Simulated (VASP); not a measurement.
A run of VASP 6.6.1 is set up as follows.

The input INCAR:

```
PREC     = Accurate       # precision mode
ENCUT    = 520            # plane-wave cutoff, eV
EDIFF    = 1E-6           # SCF threshold, eV
ISMEAR   = 0              # smearing method
SIGMA    = 0.05           # smearing width, eV
LREAL    = False          # projectors in reciprocal space
LASPH    = True           # aspherical terms in the spheres
NELM     = 150            # most SCF steps
ALGO     = Normal         # electronic algorithm
ISIF     = 2              # what is computed and relaxed
LWAVE    = False          # write WAVECAR
LCHARG   = False          # write CHGCAR
LMAXMIX  = 6              # l up to which the mixer works
LDAU     = True           # DFT+U
LDAUTYPE = 2            
LDAUL    = 3 -1           # shell
LDAUU    = 6 0            # U, eV
LDAUJ    = 0 0          
LDAUPRINT= 1            
GGA      = PE             # functional
NBANDS   = 19             # bands
```

The input KPOINTS:

```
Automatic mesh
0
Gamma
  10 10 10
```

The input POSCAR:

```
GdO
1.0
    3.0325203067      0.0000000000      0.0000000000
    0.0000000000      3.0325203067      0.0000000000
    0.0000000000      0.0000000000      3.0325203067
Gd O
1 1
Direct
    0.0000000000      0.0000000000      0.0000000000
    0.5000000000      0.5000000000      0.5000000000
```

Potentials or basis: VASP PAW PBE potentials, release 64 (Gd, O).

The run is started by

```bash
$ cat potpaw_PBE.64/Gd/POTCAR potpaw_PBE.64/O/POTCAR > POTCAR
$ mpirun -np 1 vasp_std > vasp.out
```

Estimate the band gap on the k mesh.

zero (bands 12 and 13 overlap by 1.86 eV).

What does it give for the pressure?

-3.3 GPa.

Eigenvalues of the final occupation matrices:
```tsv
site	spin	trace	eigenvalues
site 1 f	1	3.69	0.02 0.25 0.25 0.25 0.98 0.98 0.98
site 1 f	2	3.69	0.02 0.25 0.25 0.25 0.98 0.98 0.98
```

Caveat: the cell stands under tension; spin-orbit coupling is left out, which moves the levels of the heavy elements; the run has no spin polarisation, though such a crystal can be magnetic; U without spin polarisation on a metal has little footing. Spin polarisation is off, so any magnetic state and its effect on volume and gap are missing.
